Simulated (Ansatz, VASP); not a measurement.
## BeSi: VASP beside Ansatz

```
CELL_PARAMETERS angstrom
-1.97008 1.97008 3.09923
1.97008 -1.97008 3.09923
1.97008 1.97008 -3.09923
ATOMIC_POSITIONS crystal
Be 0.15361 0.15361 0.00000
Be 0.84639 0.84639 0.00000
Si 0.50000 0.50000 0.00000
Si 0.75000 0.25000 0.50000
```

Alike in both runs: task single point; functional PBE; k mesh 6 × 6 × 6; occupations gaussian, width 0.1 eV; no spin polarisation.

```csv
,VASP,Ansatz
version,VASP 6.6.1,Ansatz 0.2.0
potentials or method,"VASP PAW PBE potentials, release 64 (Be, Si), cutoff 520 eV","scalar-relativistic, plane waves, PAW"
valence electrons in the cell,12,12
```

```csv
,VASP,Ansatz,Ansatz less VASP
gap on the k mesh at the Fermi level (eV),none,none,-
pressure (GPa),20.4,20.4,+0.03
"traceless stress, the component that is largest in VASP (GPa)",4.97,4.93,-0.036
rms of the force components (eV/Å),0.070,0.069,-0.0014
```

Atom by atom the forces differ by 0.001 eV/Å (rms over components). A gap of «none» marks a metal or a gap that the smearing closes.

The k mesh is coarse, so the values compare programs but aren't converged.
